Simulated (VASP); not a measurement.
# B17N15 (a cell with a defect) (B_N) in VASP: further runs

The runs below take B17N15 (a cell with a defect) (B_N) through single point, with LDA, PBE.

All numbers are computed with VASP 6.6.1; they aren't measurements. Logs are shortened: lines on timing, memory, paths and dates and some standing lists are left out, and cuts for length are marked.

### Step 1. The cell of the first run

The cell holds a defect, 32 atoms: a = 6.277 Å, b = 6.277 Å, c = 6.277 Å, α = 109.47°, β = 109.47°, γ = 109.47°.

### Step 2. Single point, LDA

Contents of INCAR:

```
  PREC = Accurate
  ENCUT = 520
  EDIFF = 1E-6
  ISMEAR = -1
  SIGMA = 0.01
  LREAL = Auto
  LASPH = T
  NELM = 120
  ALGO = Normal
  ISIF = 2
  LWAVE = F
  LCHARG = T
  GGA = CA
  LELF = T
  LVHAR = T
  NBANDS = 85
  NELECT = 128.0
  GGA_COMPAT = F
```

Contents of KPOINTS:

```
Automatic mesh
0
Gamma
  1 1 1
  0.25 0.25 0.25
```

Contents of POSCAR:

```
B17N15
1.0
   -3.6241103844      3.6241103844     -3.6241103844
    3.6241103844      3.6241103844      3.6241103844
    3.6241103844     -3.6241103844     -3.6241103844
B N
17 15
Direct
   -0.0002606094      0.0005044070      0.0017823612
   -0.0009547121      0.2499502774      0.7516375758
   -0.0009534904      0.5001519797      0.5014378994
   -0.0002635508      0.7502963142      0.2519791026
    0.2491837134     -0.0002548820      0.7508826687
    0.2462853885      0.2499492116      0.5014288826
    0.2491909785      0.4994048490      0.2512352091
    0.2499389664      0.7503016563      0.0017842695
    0.4993882146     -0.0031444101      0.5014362683
    0.4993923640      0.2499529759      0.2483326553
    0.4993924844      0.5001548263      0.0010913978
    0.4993901645      0.7496070862      0.7516357592
    0.7488391369     -0.0002533909      0.2512291064
    0.7495924616      0.2499509154      0.0010902211
    0.7524779192      0.5030511767      0.7545270360
    0.7495920248      0.7496035524      0.5014345554
    0.4993820895      0.2499499713      0.5014255930
   -0.0082933509     -0.0037439529      0.2477400076
   -0.0006046230      0.2499549328      0.0014405294
    0.0070628038      0.5039345065      0.7554208333
   -0.0006119840      0.7499454968      0.5014272832
    0.2456942421     -0.0037402079     -0.0062461387
    0.2454036351      0.2499472222      0.7551214893
    0.2454055506      0.5036448022      0.5014365369
    0.2456974973      0.7422742574      0.2477416822
    0.4993911707     -0.0040316714      0.7551288240
    0.4993920678      0.5036473681      0.2474511321
    0.4993853708      0.7499522666      0.0014311185
    0.7530812669     -0.0040320132      0.5014352800
    0.7530832385      0.2499493622      0.2474495315
    0.7533719965      0.5039360187      0.0091094957
    0.7533774560      0.7576363204      0.7554201116
```

Potentials or basis: VASP PAW LDA potentials, release 64 (B, N).

Launch:

```bash
$ cat potpaw_LDA.64/B/POTCAR potpaw_LDA.64/N/POTCAR > POTCAR
$ mpirun -np 1 vasp_std > vasp.out
```

OUTCAR:

```text
PREC = Accurate
   ENCUT = 520
   EDIFF = 1E-6
   ISMEAR = -1
   LREAL = Auto
   LASPH = T
   NELM = 120
   ISIF = 2
   GGA = CA
   NELECT = 128.0

 ion  position               nearest neighbor table
   1  1.000  0.001  0.002-  32 1.54  19 1.57  22 1.57  18 1.57
   2  0.999  0.250  0.752-  23 1.54  19 1.57  29 1.57  20 1.57
   3  0.999  0.500  0.501-  24 1.54  21 1.57  20 1.57  30 1.57
   4  1.000  0.750  0.252-  31 1.54  21 1.57  25 1.57  18 1.57
   5  0.249  1.000  0.751-  22 1.54  21 1.57  23 1.57  26 1.57
   6  0.246  0.250  0.501-  17 1.59  24 1.59  18 1.59  23 1.59
[... 24 lines left out ...]
  31  0.753  0.504  0.009-   4 1.54  11 1.57  14 1.57  15 1.59
  32  0.753  0.758  0.755-   1 1.54  16 1.57  12 1.57  15 1.59

  LATTYP: Found a body centered cubic cell.
 ALAT       =     7.2482207688

  Lattice vectors:

 A1 = (  -3.6241103844,   3.6241103844,  -3.6241103844)
 A2 = (   3.6241103844,   3.6241103844,   3.6241103844)
 A3 = (   3.6241103844,  -3.6241103844,  -3.6241103844)

Analysis of symmetry for initial positions (statically):
=====================================================================
 Subroutine PRICEL returns:
 Original cell was already a primitive cell.

 Routine SETGRP: Setting up the symmetry group for a
 body centered cubic supercell.

 Subroutine GETGRP returns: Found  2 space group operations
 (whereof  1 operations were pure point group operations)
 out of a pool of 48 trial point group operations.

The static configuration has the point symmetry C_1 .
 The point group associated with its full space group is C_1h.

Analysis of symmetry for dynamics (positions and initial velocities):
=====================================================================
 Subroutine PRICEL returns:
 Original cell was already a primitive cell.

 Routine SETGRP: Setting up the symmetry group for a
 body centered cubic supercell.

 Subroutine GETGRP returns: Found  2 space group operations
 (whereof  1 operations were pure point group operations)
 out of a pool of 48 trial point group operations.

The dynamic configuration has the point symmetry C_1 .
 The point group associated with its full space group is C_1h.

 Subroutine INISYM returns: Found  2 space group operations
 (whereof  1 operations are pure point group operations),
 and found     1 'primitive' translations

----------------------------------------------------------------------------------------

                                     Primitive cell

  volume of cell :     190.3988

  direct lattice vectors                    reciprocal lattice vectors
    -3.624110384  3.624110384 -3.624110384     0.000000000  0.137964893 -0.137964893
     3.624110384  3.624110384  3.624110384     0.137964893  0.137964893  0.000000000
     3.624110384 -3.624110384 -3.624110384     0.137964893  0.000000000 -0.137964893

  length of vectors
     6.277143318  6.277143318  6.277143318     0.195111822  0.195111822  0.195111822

  position of ions in fractional coordinates (direct lattice)
     0.999739391  0.000504407  0.001782361
     0.999045288  0.249950277  0.751637576
     0.999046510  0.500151980  0.501437899
     0.999736449  0.750296314  0.251979103
     0.249183713  0.999745118  0.750882669
     0.246285388  0.249949212  0.501428883
[... 24 lines left out ...]
     0.753371997  0.503936019  0.009109496
     0.753377456  0.757636320  0.755420112

  ion indices of the primitive-cell ions
   primitive index   ion index
                 1           1
                 2           2
                 3           3
                 4           4
                 5           5
                 6           6
[... 24 lines left out ...]
                31          31
                32          32

----------------------------------------------------------------------------------------

 KPOINTS: Automatic mesh

Automatic generation of k-mesh.
 Grid dimensions read from file:
 generate k-points for:    1    1    1

 Generating k-lattice:

  Cartesian coordinates                     Fractional coordinates (reciprocal lattice)
     0.000000000  0.137964893 -0.137964893     1.000000000  0.000000000  0.000000000
     0.137964893  0.137964893  0.000000000     0.000000000  1.000000000  0.000000000
     0.137964893  0.000000000 -0.137964893     0.000000000  0.000000000  1.000000000

  Length of vectors
     0.195111822  0.195111822  0.195111822

  Shift w.r.t. Gamma in fractional coordinates (k-lattice)
     0.250000000  0.250000000  0.250000000

 Subroutine IBZKPT returns following result:
 ===========================================

 Found      1 irreducible k-points:

 Following reciprocal coordinates:
            Coordinates               Weight
  0.250000  0.250000  0.250000      2.000000
   k-points           NKPTS =      1   k-points in BZ     NKDIM =      1   number of bands    NBANDS=     85
   number of dos      NEDOS =    301   number of ions     NIONS =     32
   total plane-waves  NPLWV = 110592
   dimension x,y,z NGX =    48 NGY =   48 NGZ =   48
   dimension x,y,z NGXF=    96 NGYF=   96 NGZF=   96
   ions per type =              17  15
   NGX,Y,Z   is equivalent  to a cutoff of  12.71, 12.71, 12.71 a.u.
   NGXF,Y,Z  is equivalent  to a cutoff of  25.42, 25.42, 25.42 a.u.
 SYSTEM =  unknown system
   PREC   = accura    normal or accurate (medium, high low for compatibility)
   ISTART =      0    job   : 0-new  1-cont  2-samecut
   ICHARG =      2    charge: 1-file 2-atom 10-const
   ISPIN  =      1    spin polarized calculation?
   LNONCOLLINEAR =      F non collinear calculations
   LSORBIT =      F    spin-orbit coupling
   LASPH  =      T    aspherical Exc in radial PAW
   ENCUT  =  520.0 eV  38.22 Ry    6.18 a.u.  11.67 11.67 11.67*2*pi/ulx,y,z
   NELM   =    120;   NELMIN=  2; NELMDL= -5     # of ELM steps
   EDIFF  = 0.1E-05   stopping-criterion for ELM
   LREAL  =      T    real-space projection
   EDIFFG = 0.1E-04   stopping-criterion for IOM
   NSW    =      0    number of steps for IOM
   IBRION =     -1    ionic relax: 0-MD 1-quasi-New 2-CG
   NFREE  =      0    steps in history (QN), initial steepest desc. (CG)
   ISIF   =      2    stress and relaxation
   ISYM   =      2    0-nonsym 1-usesym 2-fastsym
   POTIM  = 0.5000    time-step for ionic-motion
   TEBEG  =    0.0;   TEEND  =   0.0 temperature during run
   PSTRESS=    0.0 pullay stress
   NELECT =     128.0000    total number of electrons
   NUPDOWN=      -1.0000    fix difference up-down
   EMIN   =  10.00;   EMAX   =-10.00  energy-range for DOS
   EFERMI =   0.00;   METHOD = LEGACY
   ISMEAR =    -1;   SIGMA  =   0.01  broadening in eV -4-tet -1-fermi 0-gaus
   EFERMI_NEDOS =   21; number of points for ismear=-14 and -15
   IALGO  =     38    algorithm
   IMIX   =      4    mixing-type and parameters
     AMIX     =   0.40;   BMIX     =  1.00
     AMIX_MAG =   1.60;   BMIX_MAG =  1.00
  volume/ion in A,a.u.               =       5.95        40.15
  Fermi-wavevector in a.u.,A,eV,Ry     =   1.434135  2.710122 27.983695  2.056744
  Thomas-Fermi vector in A             =   2.553577
   LORBIT       =      0    0 simple, 1 ext, 2 COOP (PROOUT), +10 PAW based schemes
   GGA     = CA    functional components
   LHFCALC =     F    Hartree Fock is set to
   AEXX    =    0.0000 exact exchange contribution
   IVDW    =     0    specifies the selected vdW correction
   LEPSILON=     F    determine dielectric tensor
   LRPA    =     F    only Hartree local field effects (RPA)
 non-spin polarized calculation
  energy-cutoff  :      520.00
  volume of cell :      190.40
 maximum number of plane-waves:      5072
 NGX is ok and might be reduce to    48
   NGX = 23   NGY = 23   NGZ = 23

 number of electron     127.9999999 magnetization

 Free energy of the ion-electron system (eV)
  ---------------------------------------------------
  ext. energy  EPLUGINS =         0.00000000
  ---------------------------------------------------
  free energy    TOTEN  =      -282.33237134 eV

  energy without entropy =     -282.33237134  energy(sigma->0) =     -282.33237134

 E-fermi :   9.1194     XC(G=0): -13.1200

 val. band max:        8.8595120028   @ k =   0.2500   0.2500   0.2500
 cond. band min:      14.3995508224   @ k =   0.2500   0.2500   0.2500
 fundamental gap:      5.5400388197
 Fermi energy:         9.1194098952

 k-point     1 :       0.2500    0.2500    0.2500
  band No.  band energies     occupation
      1     -11.5988      2.00000
      2     -11.5985      2.00000
      3     -11.5982      2.00000
      4     -10.7308      2.00000
      5      -8.4255      2.00000
      6      -8.4254      2.00000
[... 68 lines left out ...]
     75      14.8505      0.00000
     76      15.4130      0.00000
 [bands above 76 left out]

------------------------ aborting loop because EDIFF is reached ----------------------------------------

  FORCE on cell =-STRESS in cart. coord.  units (eV):
  Direction    XX          YY          ZZ          XY          YZ          ZX
  --------------------------------------------------------------------------------------
  -------------------------------------------------------------------------------------
  Total       20.4106944     20.4061438     20.4106944      0.0098998     -0.0098998      0.0038539
  in kB      171.7529162    171.7146234    171.7529162      0.0833053     -0.0833053      0.0324301
  external PRESSURE =     171.7401519 kB  Pullay stress =       0.0000000 kB

 VOLUME and BASIS-vectors are now :
 -----------------------------------------------------------------------------
  energy-cutoff  :      520.00
  volume of cell :      190.40
      direct lattice vectors                 reciprocal lattice vectors
    -3.624110384  3.624110384 -3.624110384     0.000000000  0.137964893 -0.137964893
     3.624110384  3.624110384  3.624110384     0.137964893  0.137964893  0.000000000
     3.624110384 -3.624110384 -3.624110384     0.137964893  0.000000000 -0.137964893

 POSITION                                       TOTAL-FORCE (eV/Angst)
 -----------------------------------------------------------------------------------
     -3.61488      3.61853     -3.62780        -0.008821     -0.009006      0.006838
      0.00921      1.80248     -5.43882        -0.007906      0.008796     -0.006464
      0.00922      3.61599     -3.62532        -0.008692      0.006946     -0.008264
      0.00920      5.42911     -1.81720        -0.008299     -0.006875      0.008299
      5.44140      1.80497     -0.00116         0.007991     -0.005208     -0.007991
      1.83051     -0.01882     -1.80396         0.085219     -0.084931      0.084799
[... 24 lines left out ...]
     -0.87097      4.52361     -0.93700        -0.002757      0.004961      0.002757
      2.75316      2.73835     -2.72229        -0.002863     -0.003436     -0.005114
 -----------------------------------------------------------------------------------
    total drift:                                0.108482      0.009431      0.111177

  FREE ENERGIE OF THE ION-ELECTRON SYSTEM (eV)
  ---------------------------------------------------
  free  energy   TOTEN  =      -282.3323713419 eV

  energy  without entropy=     -282.3323713419  energy(sigma->0) =     -282.33237134
```

Run time: 51 s. Hardware: 1 thread of Intel Xeon Platinum 8259CL at 2.50GHz (Skylake/Cascade Lake), shared host; peak memory 0.25 GiB.

Results:

| Property | Result |
| --- | --- |
| Free energy | -282.3324 eV |
| Largest force | 0.148 eV/Å |

Forces in eV/Å, atoms in the order of the input:
```
B   -0.009 -0.009  0.007
B   -0.008  0.009 -0.006
B   -0.009  0.007 -0.008
B   -0.008 -0.007  0.008
B    0.008 -0.005 -0.008
B    0.085 -0.085  0.085
B    0.009  0.009  0.006
B   -0.007 -0.009  0.009
B   -0.085 -0.085 -0.085
B   -0.085  0.085  0.085
B    0.006 -0.007 -0.008
B    0.006  0.009  0.008
B   -0.006  0.009 -0.009
B    0.008 -0.007 -0.006
B    0.086  0.085 -0.086
B    0.008  0.007  0.009
B    0.000  0.000  0.000
N    0.005  0.003 -0.003
N    0.000  0.000  0.000
N    0.005 -0.003  0.003
N    0.001  0.000 -0.001
N    0.003  0.004 -0.003
N   -0.003  0.003  0.005
N   -0.003 -0.005 -0.003
N    0.003  0.003 -0.005
N   -0.005  0.003  0.003
N   -0.005 -0.003 -0.003
N    0.000  0.000  0.000
N    0.003 -0.005  0.003
N    0.003 -0.003  0.005
N   -0.003  0.005  0.003
N   -0.003 -0.003 -0.005
```

Caveat: the k points lie up to 1.23 Å⁻¹ apart; the cell carries a net charge on a neutralising background, which shifts energy and pressure; the cell is charged against a uniform background, so pressure and absolute levels hang on convention.

### Step 3. Single point, PBE

Contents of INCAR:

```
SYSTEM = B17N15
ALGO = Normal
EDIFF = 1E-6
ENCUT = 520
GGA = PE
GGA_COMPAT = .False.
ISIF = 2
ISMEAR = -1
LASPH = .True.
LCHARG = .False.
LREAL = Auto
LWAVE = .False.
NBANDS = 85
NELECT = 128.0
NELM = 120
PREC = Accurate
SIGMA = 0.01
```

KPOINTS is that of step 2.

POSCAR is that of step 2.

Potentials or basis: VASP PAW PBE potentials, release 64 (B, N).

Launch:

```bash
$ cat potpaw_PBE.64/B/POTCAR potpaw_PBE.64/N/POTCAR > POTCAR
$ mpirun -np 1 vasp_std > vasp.out
```

Wall time 67 s (1 thread of Intel Xeon Platinum 8259CL at 2.50GHz (Skylake/Cascade Lake), shared host); peak memory 0.32 GiB.

It converged, with:

| Property | Result |
| --- | --- |
| Free energy | -251.4034 eV |
| Largest force | 0.011 eV/Å |

Forces in eV/Å, atoms in the order of the input:
```
B    0.003  0.003 -0.008
B    0.004 -0.003  0.008
B    0.003 -0.008  0.004
B    0.004  0.008 -0.004
B   -0.004  0.009  0.004
B   -0.001  0.001 -0.001
B   -0.003 -0.003 -0.009
B    0.008  0.003 -0.003
B    0.001  0.001  0.001
B    0.001 -0.002 -0.001
B   -0.009  0.005  0.004
B   -0.008 -0.003 -0.004
B    0.009 -0.003  0.003
B   -0.004  0.005  0.009
B   -0.001 -0.001  0.001
B   -0.004 -0.008 -0.003
B    0.000  0.000  0.000
N   -0.001  0.007 -0.007
N    0.000  0.000  0.000
N   -0.001 -0.008  0.007
N    0.001  0.000 -0.001
N    0.007 -0.002 -0.007
N   -0.007  0.007 -0.001
N   -0.007  0.001 -0.007
N    0.007  0.007  0.001
N    0.001  0.007  0.007
N    0.001 -0.007 -0.007
N    0.000  0.000  0.000
N    0.007  0.001  0.007
N    0.007 -0.007 -0.001
N   -0.007 -0.001  0.007
N   -0.007 -0.008  0.001
```

Levels at points of the mesh, in eV from the Fermi level:
| k point | band 60 | band 61 | band 62 | band 63 | band 64 | band 65 | band 66 | band 67 | band 68 | band 69 |
| --- | --- | --- | --- | --- | --- | --- | --- | --- | --- | --- |
| (0.25, 0.25, 0.25) | -3.23 | -3.23 | -0.30 | -0.30 | -0.30 | 5.37 | 5.37 | 5.37 | 5.38 | 5.38 |

Caveat: the k points lie up to 1.23 Å⁻¹ apart; the cell carries a net charge on a neutralising background, which shifts energy and pressure; the cell is charged against a uniform background, so pressure and absolute levels hang on convention.

(Continued in part 2 of 2.)
